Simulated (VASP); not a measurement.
# Au: relaxation of cell and atoms with revPBE

Au:

```
CELL_PARAMETERS angstrom
0.00000 2.83943 2.83943
2.83943 0.00000 2.83943
2.83943 2.83943 0.00000
ATOMIC_POSITIONS crystal
Au 0.12500 0.12500 0.12500
Au 0.87500 0.87500 0.87500
```

```
Program                : VASP 6.6.1
Task                   : relaxation of cell and atoms
Functional             : revPBE
Potentials or basis    : VASP PAW PBE potentials, release 64 (Au)
Cutoff                 : 600 eV
k mesh                 : 10 × 10 × 10
Occupations            : fermi-dirac, width 0.1 eV
Spin                   : no spin polarisation
Dipole correction      : no
Further INCAR settings : ALGO = Normal; EDIFF = 1e-06; IBRION = 2; EDIFFG = -0.01; NSW = 80; ISIF = 3
```

```yaml
Relaxed_volume: 30.21 Å³/atom
Relaxed_cell: a = 4.404 Å, b = 4.404 Å, c = 4.404 Å, α = 60.00°, β = 60.00°, γ = 60.00°
Space_group_after_relaxing_to_0.05_Å: Fd-3m (No. 227)
Energy_gained_by_relaxing: 475.0 meV/atom
Ionic_steps: 19
Pressure_after_relaxing: 0.1 GPa
Band_gap_on_the_k_mesh: zero (band 11 reaches 2.84 eV, above the bottom of band 12 at 2.18 eV)
```

Step by step:
```
step  energy change (eV)  largest force (eV/Å)  pressure (GPa)  volume (Å³)
   1              0.0000                0.0000           28.30        45.78
   2             -0.5598                0.0000           -5.29        78.15
   3             -0.9498                0.0000           -0.16        60.71
   4             -0.9499                0.0000            0.08        60.38
   5             -0.9499                0.0000            0.08        60.38
   6             -0.9499                0.0000            0.08        60.39
   7             -0.9499                0.0000            0.07        60.39
   8             -0.9499                0.0000            0.07        60.39
   9             -0.9499                0.0000            0.07        60.39
  10             -0.9499                0.0000            0.07        60.39
  11             -0.9499                0.0000            0.07        60.39
  12             -0.9499                0.0000            0.07        60.39
  13             -0.9499                0.0000            0.07        60.39
  14             -0.9499                0.0000            0.08        60.39
  15             -0.9499                0.0000            0.08        60.39
  16             -0.9499                0.0000            0.08        60.39
  17             -0.9499                0.0000            0.07        60.39
  18             -0.9499                0.0000            0.06        60.40
  19             -0.9499                0.0000            0.05        60.42
```

Final structure:
```
Au
1.0
     0.00000    3.11441    3.11441
     3.11441    0.00000    3.11441
     3.11441    3.11441    0.00000
Au
2
Cartesian
  0.7786 0.7786 0.7786
  5.4502 5.4502 5.4502
```

Levels at points of the mesh, in eV from the Fermi level:
| k point | band 9 | band 10 | band 11 | band 12 | band 13 | band 14 |
| --- | --- | --- | --- | --- | --- | --- |
| (0.00, 0.00, 0.00) | -2.21 | -1.32 | -1.32 | 8.18 | 9.22 | 9.22 |
| (0.50, 0.00, 0.00) | -1.43 | -1.43 | -0.61 | -0.45 | 6.59 | 6.59 |
| (0.50, 0.50, 0.00) | -1.28 | -1.28 | 0.21 | 0.21 | 3.78 | 3.78 |

It took 2.8 min on 1 thread of Intel(R) Xeon(R) Platinum 8488C (Sapphire Rapids), on a shared host, peak memory 0.2 GiB.

Caveat: the volume moved by over 15 % at a fixed basis, so the end points are rough; the PAW data sets were made with another functional, which shifts forces and pressure a little; spin-orbit coupling is left out, which moves the levels of the heavy elements.
